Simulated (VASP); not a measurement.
# KF in VASP: a series of runs

KF is run at these levels: PBE, LDA, PBEsol; tasks: relaxation of the atoms, single point.

Everything below comes from runs of VASP 6.6.1. Logs are shortened: lines on timing, memory, paths and dates and some standing lists are left out, and cuts for length are marked.

## Step 1: The cell of the first run

The structure is tetragonal, space group I4/mmm (No. 139). The conventional cell has a = 3.779 Å, b = 3.779 Å, c = 5.290 Å, α = 90.00°, β = 90.00°, γ = 90.00°. Within 3.5 Å of K (site symmetry 4/mmm) lie 6 F at 2.65 to 2.67 Å. F (site symmetry 4/mmm) has 6 K at 2.65 to 2.67 Å within 3.5 Å.

## Step 2: Relaxation of the atoms, PBE

Input file INCAR:

```
SYSTEM = KF
ALGO = Normal
EDIFF = 1E-7
EDIFFG = -0.01
ENCUT = 520
GGA = PE
IBRION = 2
ISIF = 2
ISMEAR = -1
LASPH = .TRUE.
LCHARG = .FALSE.
LREAL = .FALSE.
LWAVE = .FALSE.
NELM = 100
NSW = 60
PREC = Accurate
SIGMA = 0.05
```

Input file KPOINTS:

```
k-points
0
G
  9 9 9
  0 0 0
```

Input file POSCAR:

```
KF
1.0
    0.0000000000      2.6718500000      2.6718500000
    2.6451315000      0.0000000000      2.6718500000
    2.6451315000      2.6718500000      0.0000000000
K F
1 1
Direct
    0.0000000000      0.0000000000      0.0000000000
    0.5000000000      0.5000000000      0.5000000000
```

Potentials or basis: VASP PAW PBE potentials, release 64 (K_sv, F).

Run with:

```sh
cat potpaw_PBE.64/K_sv/POTCAR potpaw_PBE.64/F/POTCAR > POTCAR
mpirun -np 1 vasp_std > vasp.out
```

OUTCAR:

```text
SYSTEM = KF
   EDIFF = 1E-7
   EDIFFG = -0.01
   ENCUT = 520
   GGA = PE
   IBRION = 2
   ISIF = 2
   ISMEAR = -1
   LASPH = .TRUE.
   LREAL = .FALSE.
   NELM = 100
   NSW = 60
   PREC = Accurate

 ion  position               nearest neighbor table
   1  0.000  0.000  0.000-   2 2.65   2 2.65   2 2.67   2 2.67   2 2.67   2 2.67
   2  0.500  0.500  0.500-   1 2.65   1 2.65   1 2.67   1 2.67   1 2.67   1 2.67

  LATTYP: Found a body centered tetragonal cell.
 ALAT       =     3.7785665066
 C/A-ratio  =     1.4000714267

  Lattice vectors:

 A1 = (  -2.6451315000,   0.0000000000,  -2.6718500000)
 A2 = (  -2.6451315000,   0.0000000000,   2.6718500000)
 A3 = (   2.6451315000,   2.6718500000,   0.0000000000)

Analysis of symmetry for initial positions (statically):
=====================================================================
 Subroutine PRICEL returns:
 Original cell was already a primitive cell.

 Routine SETGRP: Setting up the symmetry group for a
 body centered tetragonal supercell.

 Subroutine GETGRP returns: Found 16 space group operations
 (whereof 16 operations were pure point group operations)
 out of a pool of 16 trial point group operations.

The static configuration has the point symmetry D_4h.

Analysis of symmetry for dynamics (positions and initial velocities):
=====================================================================
 Subroutine PRICEL returns:
 Original cell was already a primitive cell.

 Routine SETGRP: Setting up the symmetry group for a
 body centered tetragonal supercell.

 Subroutine GETGRP returns: Found 16 space group operations
 (whereof 16 operations were pure point group operations)
 out of a pool of 16 trial point group operations.

The dynamic configuration has the point symmetry D_4h.

 Subroutine INISYM returns: Found 16 space group operations
 (whereof 16 operations are pure point group operations),
 and found     1 'primitive' translations

----------------------------------------------------------------------------------------

                                     Primitive cell

  volume of cell :      37.7660

  direct lattice vectors                    reciprocal lattice vectors
     0.000000000  2.671850000  2.671850000    -0.189026519  0.187136254  0.187136254
     2.645131500  0.000000000  2.671850000     0.189026519 -0.187136254  0.187136254
     2.645131500  2.671850000  0.000000000     0.189026519  0.187136254 -0.187136254

[... 92 lines left out ...]
   TEBEG  =    0.0;   TEEND  =   0.0 temperature during run
   PSTRESS=    0.0 pullay stress
   NELECT =      16.0000    total number of electrons
   NUPDOWN=      -1.0000    fix difference up-down
   EMIN   =  10.00;   EMAX   =-10.00  energy-range for DOS
   EFERMI =   0.00;   METHOD = LEGACY
   ISMEAR =    -1;   SIGMA  =   0.05  broadening in eV -4-tet -1-fermi 0-gaus
   EFERMI_NEDOS =   21; number of points for ismear=-14 and -15
   IALGO  =     38    algorithm
   IMIX   =      4    mixing-type and parameters
     AMIX     =   0.40;   BMIX     =  1.00
     AMIX_MAG =   1.60;   BMIX_MAG =  1.00
  volume/ion in A,a.u.               =      18.88       127.43
  Fermi-wavevector in a.u.,A,eV,Ry     =   1.229554  2.323521 20.569337  1.511804
  Thomas-Fermi vector in A             =   2.364437
   LORBIT       =      0    0 simple, 1 ext, 2 COOP (PROOUT), +10 PAW based schemes
   GGA     = PE    functional components
   LHFCALC =     F    Hartree Fock is set to
   AEXX    =    0.0000 exact exchange contribution
   IVDW    =     0    specifies the selected vdW correction
   LEPSILON=     F    determine dielectric tensor
   LRPA    =     F    only Hartree local field effects (RPA)
 conjugate gradient relaxation of ions
 non-spin polarized calculation
  energy-cutoff  :      520.00
  volume of cell :       37.77
 maximum number of plane-waves:      1028
   NGX = 13   NGY = 13   NGZ = 13

 number of electron      16.0000007 magnetization

 Free energy of the ion-electron system (eV)
  ---------------------------------------------------
  ext. energy  EPLUGINS =         0.00000000
  ---------------------------------------------------
  free energy    TOTEN  =        -8.28530180 eV

  energy without entropy =       -8.28530180  energy(sigma->0) =       -8.28530180

 E-fermi :  -1.5541     XC(G=0):  -8.4493

 val. band max:       -2.7666529000   @ k =   0.0000   0.0000   0.0000
 cond. band min:       3.4407366968   @ k =   0.0000   0.0000   0.0000
 fundamental gap:      6.2073895968
 Fermi energy:        -1.5541460217

 k-point     1 :       0.0000    0.0000    0.0000
  band No.  band energies     occupation
      1     -28.8869      2.00000
      2     -21.4387      2.00000
      3     -12.1308      2.00000
      4     -12.1308      2.00000
      5     -12.1285      2.00000
      6      -2.7825      2.00000
      7      -2.7825      2.00000
      8      -2.7667      2.00000
      9       3.4407      0.00000
     10       7.9112      0.00000
     11       7.9112      0.00000
     12       7.9688      0.00000
[... 331 lines left out ...]
 k-point    24 :       0.4444    0.4444    0.0000
  band No.  band energies     occupation
      1     -28.7706      2.00000
      2     -21.4599      2.00000
      3     -12.6746      2.00000
      4     -12.3422      2.00000
      5     -12.3324      2.00000
      6      -3.0282      2.00000
      7      -2.8383      2.00000
      8      -2.8202      2.00000
      9       5.4947      0.00000
     10       7.3750      0.00000
     11       9.1647      0.00000
     12      10.8447      0.00000

 [... further k-points ...]

------------------------ aborting loop because EDIFF is reached ----------------------------------------

  FORCE on cell =-STRESS in cart. coord.  units (eV):
  Direction    XX          YY          ZZ          XY          YZ          ZX
  --------------------------------------------------------------------------------------
  -------------------------------------------------------------------------------------
  Total        0.5252318      0.3734704      0.3734704     -0.0000000      0.0000000      0.0000000
  in kB       22.2823075     15.8440185     15.8440185     -0.0000000      0.0000000      0.0000000
  external PRESSURE =      17.9901148 kB  Pullay stress =       0.0000000 kB

 VOLUME and BASIS-vectors are now :
 -----------------------------------------------------------------------------
  energy-cutoff  :      520.00
  volume of cell :       37.77
      direct lattice vectors                 reciprocal lattice vectors
     0.000000000  2.671850000  2.671850000    -0.189026519  0.187136254  0.187136254
     2.645131500  0.000000000  2.671850000     0.189026519 -0.187136254  0.187136254
     2.645131500  2.671850000  0.000000000     0.189026519  0.187136254 -0.187136254

 POSITION                                       TOTAL-FORCE (eV/Angst)
 -----------------------------------------------------------------------------------
      0.00000      0.00000      0.00000         0.000000     -0.000000      0.000000
      2.64513      2.67185      2.67185         0.000000      0.000000     -0.000000
 -----------------------------------------------------------------------------------
    total drift:                                0.000000      0.000000      0.000000

  FREE ENERGIE OF THE ION-ELECTRON SYSTEM (eV)
  ---------------------------------------------------
  free  energy   TOTEN  =        -8.2853018049 eV

  energy  without entropy=       -8.2853018049  energy(sigma->0) =       -8.28530180

 reached required accuracy - stopping structural energy minimisation
```

OSZICAR:

```text
N       E                     dE             d eps       ncg     rms          rms(c)
DAV:   1     0.112745824619E+03    0.11275E+03   -0.84486E+03  1800   0.129E+03
DAV:   2    -0.468484990694E+01   -0.11743E+03   -0.10911E+03  2308   0.329E+02
DAV:   3    -0.940801782011E+01   -0.47232E+01   -0.47010E+01  2328   0.622E+01
DAV:   4    -0.954486750713E+01   -0.13685E+00   -0.13677E+00  2736   0.914E+00
DAV:   5    -0.954621753368E+01   -0.13500E-02   -0.13500E-02  2312   0.100E+00    0.634E+00
DAV:   6    -0.831085333616E+01    0.12354E+01   -0.43581E+00  1972   0.186E+01    0.389E+00
DAV:   7    -0.828551482694E+01    0.25339E-01   -0.12433E-01  2452   0.315E+00    0.235E+00
DAV:   8    -0.828309756014E+01    0.24173E-02   -0.54246E-02  1956   0.277E+00    0.206E-01
DAV:   9    -0.828464285629E+01   -0.15453E-02   -0.64821E-03  2428   0.670E-01    0.120E-01
DAV:  10    -0.828520544613E+01   -0.56259E-03   -0.10005E-03  2016   0.318E-01    0.582E-02
DAV:  11    -0.828531222383E+01   -0.10678E-03   -0.38517E-04  1996   0.162E-01    0.217E-02
DAV:  12    -0.828530206697E+01    0.10157E-04   -0.70625E-05  2344   0.716E-02    0.668E-03
DAV:  13    -0.828530177996E+01    0.28701E-06   -0.48752E-06  2008   0.224E-02    0.228E-03
DAV:  14    -0.828530180494E+01   -0.24977E-07   -0.37742E-07  2300   0.572E-03
   1 F= -.82853018E+01 E0= -.82853018E+01  d E =-.828530E+01
```

CONTCAR:

```text
KF
   1.00000000000000
     0.0000000000000000    2.6718500000000001    2.6718500000000001
     2.6451315000000002    0.0000000000000000    2.6718500000000001
     2.6451315000000002    2.6718500000000001    0.0000000000000000
  K               F
     1     1
Direct
     0.0000000000000000    0.0000000000000000    0.0000000000000000
     0.5000000000000000    0.5000000000000000    0.5000000000000000

  0.00000000E+00  0.00000000E+00  0.00000000E+00
  0.00000000E+00  0.00000000E+00  0.00000000E+00
```

It took 43 s on 1 thread of Intel Xeon 8259CL, shared host; peak memory 0.18 GiB.

What came out:

```yaml
Free_energy: -8.2853 eV
Pressure_after_relaxing: 1.8 GPa
Band_gap_on_the_k_mesh: 6.21 eV
```

Stress tensor (GPa, compression positive):
```
2.23 0.00 0.00
0.00 1.58 0.00
0.00 0.00 1.58
```

Final structure:
```xyz
2
Lattice="0.0000 2.6719 2.6719 2.6451 0.0000 2.6719 2.6451 2.6719 0.0000" Properties=species:S:1:pos:R:3 pbc="T T T"
K     0.0000    0.0000    0.0000
F     2.6451    2.6719    2.6719
```

Caveat: the relaxation stopped at its first step, so nothing moved; an odd mesh through Γ misses points on the zone boundary, where band edges can lie. Expect the measured gap to be larger: semilocal functionals such as PBE lack the derivative discontinuity.

## Step 3: Single point, LDA (17.93 Å³/atom)

This run uses another cell than the first one, of 17.93 Å³/atom.

Input file INCAR:

```
PREC = Accurate ; ENCUT = 520
EDIFF = 1E-6 ; ISMEAR = -1
SIGMA = 0.05 ; LREAL = F
LASPH = T ; NELM = 100
ALGO = Normal ; ISIF = 2
LWAVE = F ; LCHARG = F
NBANDS = 15
```

Input file KPOINTS:

```
regular mesh
0
Gamma
  9 9 9
```

Input file POSCAR:

```
KF
1.0
    0.0000000000      2.6173071446      2.6173071446
    2.6173071446      0.0000000000      2.6173071446
    2.6173071446      2.6173071446      0.0000000000
K F
1 1
Direct
    0.0000000000      0.0000000000      0.0000000000
    0.5000000000      0.5000000000      0.5000000000
```

Potentials or basis: VASP PAW LDA potentials, release 64 (K_sv, F).

Run with:

```sh
cat potpaw_LDA.64/K_sv/POTCAR potpaw_LDA.64/F/POTCAR > POTCAR
mpirun -np 1 vasp_std > vasp.out
```

Wall time 21 s (1 thread of Intel Xeon 8259CL, shared host); peak memory 0.15 GiB.

The run converged. Its results:

- Free energy: -9.0673 eV
- Pressure: -1.5 GPa
- Band gap on the k mesh: 6.12 eV

Levels at points of the mesh, in eV from the valence-band top:
```csv
k point,band 6,band 7,band 8,band 9,band 10,band 11
"(0.00, 0.00, 0.00)",0.00,0.00,0.00,6.12,10.68,10.68
```

Caveat: an odd mesh through Γ misses points on the zone boundary, where band edges can lie.

## Step 4: Single point, LDA (18.31 Å³/atom)

This run uses another cell than the first one, of 18.31 Å³/atom.

Input file INCAR:

```
ALGO = Normal
EDIFF = 1E-7
ENCUT = 520
ISIF = 2
ISMEAR = -1
LASPH = T
LCHARG = F
LREAL = F
LWAVE = F
NBANDS = 15
NELM = 60
PREC = Accurate
SIGMA = 0.05
```

Input file KPOINTS:

```
k-points
0
Gamma
  9 9 9
```

Input file POSCAR:

```
KF
1.0
    0.0000000000      2.6357394923      2.6357394923
    2.6357394923      0.0000000000      2.6357394923
    2.6357394923      2.6357394923      0.0000000000
K F
1 1
Direct
    0.0000000000      0.0000000000      0.0000000000
    0.5000000000      0.5000000000      0.5000000000
```

Run with:

```sh
cat potpaw_LDA.64/K_sv/POTCAR potpaw_LDA.64/F/POTCAR > POTCAR
mpirun -np 1 vasp_std > vasp.out
```

Wall time 26 s (1 thread of Intel Xeon 8259CL, shared host); peak memory 0.15 GiB.

The run converged. Its results:

- Free energy: -9.0594 eV
- Pressure: -2.2 GPa
- Band gap on the k mesh: 6.00 eV

Levels at points of the mesh, in eV from the valence-band top:
```
           k point  band 4  band 5  band 6  band 7  band 8  band 9  band 10  band 11  band 12  band 13
(0.00, 0.00, 0.00)   -8.96   -8.96    0.00    0.00    0.00    6.00    10.62    10.62    10.62    12.41
```

Caveat: an odd mesh through Γ misses points on the zone boundary, where band edges can lie.

## Step 5: Single point, PBEsol (18.31 Å³/atom)

This run uses another cell than the first one, of 18.31 Å³/atom.

Input file INCAR:

```
  ALGO = Normal
  EDIFF = 1E-6
  ENCUT = 520
  GGA = PS
  ISIF = 2
  ISMEAR = -1
  LASPH = True
  LCHARG = False
  LREAL = False
  LWAVE = False
  NBANDS = 15
  NELM = 80
  PREC = Accurate
  SIGMA = 0.05
```

KPOINTS is that of step 4.

POSCAR is that of step 4.

Potentials or basis: VASP PAW PBE potentials, release 64 (K_sv, F).

Run with:

```sh
cat potpaw_PBE.64/K_sv/POTCAR potpaw_PBE.64/F/POTCAR > POTCAR
mpirun -np 1 vasp_std > vasp.out
```

It took 29 s on 1 thread of Intel Xeon 8259CL, shared host; peak memory 0.16 GiB.

It converged, with:

```
Free energy            : -8.5172 eV
Pressure               : 0.8 GPa
Band gap on the k mesh : 6.24 eV
```

Levels at points of the mesh, in eV from the valence-band top:
| k point | band 6 | band 7 | band 8 | band 9 | band 10 | band 11 |
| --- | --- | --- | --- | --- | --- | --- |
| (0.00, 0.00, 0.00) | 0.00 | 0.00 | 0.00 | 6.24 | 10.74 | 10.74 |

Caveat: the PAW data sets were made with another functional, which shifts forces and pressure a little; an odd mesh through Γ misses points on the zone boundary, where band edges can lie.

## Step 6: Overview

```csv
task,level,potentials or basis,cell,gap on the mesh (eV),pressure (GPa)
relaxation of the atoms,PBE,"VASP PAW PBE potentials, release 64 (K_sv, F)","atoms relaxed from a = 3.779, b = 3.760, c = 3.760 Å, angles 60.3, 59.8, 59.8°, 2 atoms",6.21,1.8
single point,LDA,"VASP PAW LDA potentials, release 64 (K_sv, F)","a = 3.701 Å, angles 60.0°, 2 atoms",6.12,-1.5
single point,LDA,"VASP PAW LDA potentials, release 64 (K_sv, F)","a = 3.727 Å, angles 60.0°, 2 atoms",6.00,-2.2
single point,PBEsol,"VASP PAW PBE potentials, release 64 (K_sv, F)","a = 3.727 Å, angles 60.0°, 2 atoms",6.24,0.8
```

Alike in all rows: no spin polarisation; k mesh 9 × 9 × 9; cutoff (eV) 520; smearing fermi-dirac 0.05 eV.

Caveats: an odd mesh through Γ misses points on the zone boundary, where band edges can lie; the relaxation stopped at its first step, so nothing moved (at least some runs); the PAW data sets were made with another functional, which shifts forces and pressure a little (at least some runs).

Absolute energies hang on the potentials; compare differences alone.
